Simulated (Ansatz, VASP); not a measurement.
GaN: VASP beside Ansatz

```
CELL_PARAMETERS angstrom
0.00000 2.23838 2.23838
2.23838 0.00000 2.23838
2.23838 2.23838 0.00000
ATOMIC_POSITIONS crystal
Ga 0.00000 0.00000 0.00000
N 0.25000 0.25000 0.25000
```

Alike in both runs: task single point; functional r2SCAN; dispersion D3(BJ); k mesh 10 × 10 × 10; occupations fermi-dirac, width 0.05 eV; no spin polarisation.

|  | VASP | Ansatz |
| --- | --- | --- |
| version | VASP 6.6.1 | Ansatz 0.2.0 |
| potentials or method | VASP PAW PBE potentials, release 64 (Ga_d, N) | Ansatz PAW |
| plane-wave cutoff (eV) | 520 | 500 |
| valence electrons in the cell | 18 | 18 |

```csv
,VASP,Ansatz,Ansatz less VASP
gap on the k mesh at the Fermi level (eV),2.25,2.26,+0.009
least direct gap on the mesh (eV),2.25,2.26,+0.009
pressure (GPa),2.2,1.1,-1.11
```

VASP's potentials were made for PBE, not for r2SCAN.
